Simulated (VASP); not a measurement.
# Si2Mo (Imm2) in VASP: single point with PBE

Aim: the single point of Si2Mo with PBE.

All numbers are computed with VASP 6.6.1; they aren't measurements. Logs are shortened: lines on timing, memory, paths and dates and some standing lists are left out, and cuts for length are marked.

### Step 1. The cell of the first run

It takes space group Imm2 (No. 44, orthorhombic). Conventional cell: a = 3.217 Å, b = 7.873 Å, c = 3.217 Å, α = 90.00°, β = 90.00°, γ = 90.00°. Within 3.3 Å of Si (site symmetry m) lie 5 Mo at 2.47 to 2.78 Å and 9 Si at 2.60 to 3.22 Å. Mo (site symmetry mm2) has 10 Si at 2.47 to 2.78 Å and 4 Mo at 3.22 Å within 3.3 Å.

### Step 2. Single point, PBE (atoms displaced along a vibrational mode)

File INCAR:

```
  ALGO = Normal
  EDIFF = 1E-7
  ENCUT = 520
  GGA = PE
  ISIF = 2
  ISMEAR = 0
  LASPH = True
  LCHARG = True
  LELF = True
  LREAL = False
  LVHAR = True
  LWAVE = False
  NBANDS = 18
  NELM = 80
  PREC = Accurate
  SIGMA = 0.15
```

File KPOINTS:

```
k-points
0
Gamma
  18 18 18
```

File POSCAR:

```
Si2Mo
1.0
   -1.6084858705      1.6084858705      3.9366136217
    1.6084858705     -1.6084858705      3.9366136217
    1.6084858705      1.6084858705     -3.9366136217
Si Mo
2 1
Direct
    0.3350971189      0.2850500520     -0.0500470669
    0.6649028811      0.6148558142     -0.0500470669
    0.0000000000      0.0292980068      0.0292980068
```

Potentials or basis: VASP PAW PBE potentials, release 64 (Si, Mo_sv).

Command:

```console
$ cat potpaw_PBE.64/Si/POTCAR potpaw_PBE.64/Mo_sv/POTCAR > POTCAR
$ mpirun -np 1 vasp_std > vasp.out
```

OUTCAR:

```text
EDIFF = 1E-7
   ENCUT = 520
   GGA = PE
   ISIF = 2
   ISMEAR = 0
   LASPH = True
   LREAL = False
   NELM = 80
   PREC = Accurate

 ion  position               nearest neighbor table
   1  0.335  0.285  0.950-   3 2.47   3 2.47   2 2.60   2 2.64   2 2.64   2 2.64   2 2.64   3 2.65
                             3 2.78   3 2.78
   2  0.665  0.615  0.950-   3 2.47   3 2.47   1 2.60   1 2.64   1 2.64   1 2.64   1 2.64   3 2.65
                             3 2.78   3 2.78
   3  0.000  0.029  0.029-   2 2.47   1 2.47   1 2.47   2 2.47   2 2.65   1 2.65   2 2.78   1 2.78
                             2 2.78   1 2.78

  LATTYP: Found a body centered tetragonal cell.
 ALAT       =     3.2169717410
 C/A-ratio  =     2.4474032964

  Lattice vectors:

 A1 = (  -1.6084858705,   1.6084858705,   3.9366136217)
 A2 = (   1.6084858705,  -1.6084858705,   3.9366136217)
 A3 = (   1.6084858705,   1.6084858705,  -3.9366136217)

Analysis of symmetry for initial positions (statically):
=====================================================================
 Subroutine PRICEL returns:
 Original cell was already a primitive cell.

 Routine SETGRP: Setting up the symmetry group for a
 body centered tetragonal supercell.

 Subroutine GETGRP returns: Found  4 space group operations
 (whereof  4 operations were pure point group operations)
 out of a pool of 16 trial point group operations.

The static configuration has the point symmetry C_2v.

Analysis of symmetry for dynamics (positions and initial velocities):
=====================================================================
 Subroutine PRICEL returns:
 Original cell was already a primitive cell.

 Routine SETGRP: Setting up the symmetry group for a
 body centered tetragonal supercell.

 Subroutine GETGRP returns: Found  4 space group operations
 (whereof  4 operations were pure point group operations)
 out of a pool of 16 trial point group operations.

The dynamic configuration has the point symmetry C_2v.

 Subroutine INISYM returns: Found  4 space group operations
 (whereof  4 operations are pure point group operations),
 and found     1 'primitive' translations

----------------------------------------------------------------------------------------

                                     Primitive cell

  volume of cell :      40.7396

[... 89 lines left out ...]
   NELM   =     80;   NELMIN=  2; NELMDL= -5     # of ELM steps
   EDIFF  = 0.1E-06   stopping-criterion for ELM
   LREAL  =      F    real-space projection
   EDIFFG = 0.1E-05   stopping-criterion for IOM
   NSW    =      0    number of steps for IOM
   IBRION =     -1    ionic relax: 0-MD 1-quasi-New 2-CG
   NFREE  =      0    steps in history (QN), initial steepest desc. (CG)
   ISIF   =      2    stress and relaxation
   ISYM   =      2    0-nonsym 1-usesym 2-fastsym
   POTIM  = 0.5000    time-step for ionic-motion
   TEBEG  =    0.0;   TEEND  =   0.0 temperature during run
   PSTRESS=    0.0 pullay stress
   NELECT =      22.0000    total number of electrons
   NUPDOWN=      -1.0000    fix difference up-down
   EMIN   =  10.00;   EMAX   =-10.00  energy-range for DOS
   EFERMI =   0.00;   METHOD = LEGACY
   ISMEAR =     0;   SIGMA  =   0.15  broadening in eV -4-tet -1-fermi 0-gaus
   EFERMI_NEDOS =   21; number of points for ismear=-14 and -15
   IALGO  =     38    algorithm
   IMIX   =      4    mixing-type and parameters
     AMIX     =   0.40;   BMIX     =  1.00
     AMIX_MAG =   1.60;   BMIX_MAG =  1.00
  volume/ion in A,a.u.               =      13.58        91.64
  Fermi-wavevector in a.u.,A,eV,Ry     =   1.333143  2.519274 24.181218  1.777269
  Thomas-Fermi vector in A             =   2.462024
   LORBIT       =      0    0 simple, 1 ext, 2 COOP (PROOUT), +10 PAW based schemes
   GGA     = PE    functional components
   LHFCALC =     F    Hartree Fock is set to
   AEXX    =    0.0000 exact exchange contribution
   IVDW    =     0    specifies the selected vdW correction
   LEPSILON=     F    determine dielectric tensor
   LRPA    =     F    only Hartree local field effects (RPA)
 non-spin polarized calculation
 Gauss-broadening in eV      SIGMA  =   0.15
  energy-cutoff  :      520.00
  volume of cell :       40.74
 maximum number of plane-waves:      1134
 NGX is ok and might be reduce to    36
   NGX = 17   NGY = 17   NGZ = 17

 number of electron      22.0000000 magnetization

 Free energy of the ion-electron system (eV)
  ---------------------------------------------------
  ext. energy  EPLUGINS =         0.00000000
  ---------------------------------------------------
  free energy    TOTEN  =       -22.95794025 eV

  energy without entropy =      -22.95507535  energy(sigma->0) =      -22.95650780

 E-fermi :  12.0462     XC(G=0): -12.3530

 val. band max:       12.0040980696   @ k =   0.5000   0.5000   0.3333
 cond. band min:      12.0492300963   @ k =  -0.4444   0.4444   0.4444
 fundamental gap:      0.0451320267
 Fermi energy:        12.0462483419

 k-point     1 :       0.0000    0.0000    0.0000
  band No.  band energies     occupation
      1     -48.6147      2.00000
      2     -22.7877      2.00000
      3     -22.7149      2.00000
      4     -22.6828      2.00000
      5      -1.2502      2.00000
      6       5.7779      2.00000
[... 481 lines left out ...]
      5      -0.6611      2.00000
      6       5.5134      2.00000
[... 10 lines left out ...]
     17      18.1705      0.00000
     18      19.5782      0.00000

 [... further k-points ...]

------------------------ aborting loop because EDIFF is reached ----------------------------------------

  FORCE on cell =-STRESS in cart. coord.  units (eV):
  Direction    XX          YY          ZZ          XY          YZ          ZX
  --------------------------------------------------------------------------------------
  -------------------------------------------------------------------------------------
  Total        0.8669261      1.7469015      0.8563045      0.0000000      0.0000000      0.0000000
  in kB       34.0937962     68.7007884     33.6760801      0.0000000      0.0000000      0.0000000
  external PRESSURE =      45.4902216 kB  Pullay stress =       0.0000000 kB

 VOLUME and BASIS-vectors are now :
 -----------------------------------------------------------------------------
  energy-cutoff  :      520.00
  volume of cell :       40.74
      direct lattice vectors                 reciprocal lattice vectors
    -1.608485871  1.608485871  3.936613622     0.000000000  0.310851347  0.127012719
     1.608485871 -1.608485871  3.936613622     0.310851347  0.000000000  0.127012719
     1.608485871  1.608485871 -3.936613622     0.310851347  0.310851347  0.000000000

 POSITION                                       TOTAL-FORCE (eV/Angst)
 -----------------------------------------------------------------------------------
      1.44749      1.60849     -1.29832         1.199599      0.000000     -0.362187
      1.44749      1.60849      1.29832         1.199599     -0.000000      0.362187
      0.09425      0.00000      0.00000        -2.399198     -0.000000      0.000000
 -----------------------------------------------------------------------------------
    total drift:                               -0.000067     -0.000000     -0.000000

  FREE ENERGIE OF THE ION-ELECTRON SYSTEM (eV)
  ---------------------------------------------------
  free  energy   TOTEN  =       -22.9579402531 eV

  energy  without entropy=      -22.9550753515  energy(sigma->0) =      -22.95650780
```

Run time: 5.9 min. Hardware: 1 thread of Intel Xeon 6975P-C (Granite Rapids), shared host; peak memory 0.69 GiB.

What came out:

| Item | Value |
| --- | --- |
| Free energy | -22.9579 eV |
| Pressure | 4.5 GPa |
| Largest force | 2.399 eV/Å |
| Band gap on the k mesh | zero (bands 11 and 12 overlap by 0.51 eV) |

Forces in eV/Å, atoms in the order of the input:
```
Si   1.200  0.000 -0.362
Si   1.200  0.000  0.362
Mo  -2.399  0.000  0.000
```

Levels at points of the mesh, in eV from the Fermi level:
```
           k point  band 8  band 9  band 10  band 11  band 12  band 13  band 14  band 15
(0.00, 0.00, 0.00)   -3.12   -2.69    -2.31     0.20     2.40     3.14     3.64     3.87
(0.50, 0.00, 0.00)   -4.52   -2.58    -2.22    -0.53     2.15     3.14     3.98     4.34
(0.00, 0.50, 0.00)   -4.22   -2.50    -2.47    -0.71     2.29     3.19     3.89     4.26
(0.50, 0.50, 0.00)   -5.17   -4.36    -3.04    -1.14     2.27     2.64     2.85     3.64
(0.50, 0.50, 0.50)   -2.23   -0.74    -0.67    -0.57     0.02     0.72     4.78     4.87
```

Caveat: the cell differs from its parent crystal (atoms displaced along a vibrational mode); the cell stands under pressure; forces of over 1 eV/Å act on the atoms, so gaps and moduli don't describe the material at rest.

The gap in the log of VASP goes by the Fermi energy; the results here count the filled bands.